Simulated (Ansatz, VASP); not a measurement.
**Two plane-wave programs on Os**

The input POSCAR:

```
Os
1.0
    0.0000000000      1.9450000000      1.9450000000
    1.8574750000      0.0000000000      1.9450000000
    1.8574750000      1.9450000000      0.0000000000
Os
1
Direct
    0.0000000000      0.0000000000      0.0000000000
```

File INCAR.step1:

```
  PREC = Accurate
  ENCUT = 520
  ISMEAR = 0
  SIGMA = 0.15
  LREAL = False
  LASPH = True
  NELM = 100
  NBANDS = 10
  GGA = PE
  ALGO = Normal
  EDIFF = 1E-4
  LWAVE = True
  LCHARG = False
```

File INCAR.step2:

```
  PREC = Accurate
  ENCUT = 520
  EDIFF = 1E-7
  ISMEAR = 0
  SIGMA = 0.15
  LREAL = False
  LASPH = True
  NELM = 100
  ALGO = Normal
  ISIF = 2
  LWAVE = False
  LCHARG = False
  METAGGA = R2SCAN
  LMIXTAU = True
  NBANDS = 10
  ISTART = 1
```

File KPOINTS:

```
regular mesh
0
Gamma
  20 20 20
```

Input for Ansatz:

```yaml
crystal:
  lattice:
    - [0.0, 1.945, 1.945]
    - [1.857475, 0.0, 1.945]
    - [1.857475, 1.945, 0.0]
  atoms:
    - { symbol: Os, position: [0.0, 0.0, 0.0] }
basis:
  ecutwfc: 500
kpoints:
  mp_grid: { grid: [20, 20, 20] }
hamiltonian:
  xc: r2scan
scf:
  occupations: { method: gaussian, width: 0.15 }
output:
  forces: true
  stress: true
  eigenvalues: true
```

Change from the starting cell: strain -0.0450 x Voigt [1, 0, 0, 0, 0, 0], atoms carried along.

Alike in both runs: task single point; functional r2SCAN; k mesh 20 × 20 × 20; occupations gaussian, width 0.15 eV; no spin polarisation.

|  | VASP | Ansatz |
| --- | --- | --- |
| version | VASP 6.6.1 | Ansatz 0.2.0 |
| potentials or method | VASP PAW PBE potentials, release 64 (Os), cutoff 520 eV | scalar-relativistic, plane waves, PAW |
| valence electrons in the cell | 8 | 16 |

```csv
,VASP,Ansatz,Ansatz less VASP
gap on the k mesh at the Fermi level (eV),none,none,-
pressure (GPa),2.0,0.9,-1.05
"traceless stress, the component that is largest in VASP (GPa)",11.14,11.20,+0.064
```

VASP's potentials were made for PBE, not for r2SCAN. A gap of «none» marks a metal or a gap that the smearing closes. VASP's potentials hold 8 valence electrons a cell and Ansatz's 16, so a difference there can come from the potentials and not from the codes.

Neither program's run includes spin-orbit coupling.
